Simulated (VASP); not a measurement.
ScF5: single point with PBE

ScF5:

```
Sc F
1.0
     5.99277    0.00000    0.00000
    -2.99639    5.18989    0.00000
     0.00000    0.00000    2.98338
Sc F
1 5
Direct
  0.00000 0.00000 0.50000
  0.66667 0.33333 0.50000
  0.33333 0.66667 0.50000
  0.23840 0.00000 0.00000
  0.76160 0.76160 0.00000
  0.00000 0.23840 0.00000
```

The cell was generated, and may not be a known phase.

- Program: VASP 6.6.1
- Task: single point
- Functional: PBE
- Potentials or basis: VASP PAW PBE potentials, release 64 (Sc_sv, F)
- Cutoff: 520 eV
- k mesh: 6 × 6 × 12
- Occupations: gaussian, width 0.1 eV
- Spin: collinear spin
- Starting moments: [0.0, 0.94, 0.94, 0.0, 0.0, 0.0] μB

* Pressure: 0.2 GPa
* Largest force: 0.105 eV/Å
* Band gap on the k mesh: zero (filled and empty bands overlap)
* Net moment: 2.00 μB per cell
* Site moments: Sc -0.01; F +0.76, +0.08 (each value once) μB
* Valence electrons inside the program's atomic spheres: Sc 9.33; F 5.80, 6.08 (each value once)

Forces in eV/Å, atoms in the order of the input:
```
Sc   0.000  0.000  0.000
F    0.000  0.000  0.000
F    0.000  0.000  0.000
F    0.105  0.000  0.000
F   -0.052 -0.091  0.000
F   -0.052  0.091  0.000
```

Stress tensor (GPa, compression positive):
```
0.02 0.00 0.00
0.00 0.02 0.00
0.00 0.00 0.64
```

Levels at points of the mesh, in eV from the Fermi level:
Spin up:
```
           k point  band 20  band 21  band 22  band 23  band 24  band 25  band 26  band 27  band 28  band 29
(0.00, 0.00, 0.00)    -0.97    -0.97    -0.96    -0.67    -0.67     5.36     5.96     5.96     7.41     7.41
(0.50, 0.00, 0.00)    -1.32    -1.13    -0.95    -0.63    -0.47     5.36     5.94     5.96     7.41     7.41
(0.00, 0.00, 0.50)    -1.05    -1.05    -0.92    -0.92    -0.69     5.98     5.98     6.38     7.44     7.44
(0.50, 0.00, 0.50)    -1.07    -1.03    -1.02    -1.01    -0.77     5.94     5.96     6.43     7.42     7.43
```
Spin down:
```tsv
k point	band 19	band 20	band 21	band 22	band 23	band 24	band 25	band 26
(0.00, 0.00, 0.00)	-0.35	-0.35	-0.20	-0.20	0.75	0.75	5.37	5.98
(0.50, 0.00, 0.00)	-0.64	-0.28	-0.21	0.00	0.74	0.74	5.37	5.96
(0.00, 0.00, 0.50)	-0.55	-0.55	-0.24	-0.24	-0.14	0.30	5.99	5.99
(0.50, 0.00, 0.50)	-0.48	-0.42	-0.37	-0.30	-0.04	0.17	5.95	5.97
```

Wall time 3.3 min on 1 thread of Intel(R) Xeon(R) Platinum 8488C (Sapphire Rapids), on a shared host, peak memory 0.41 GiB.
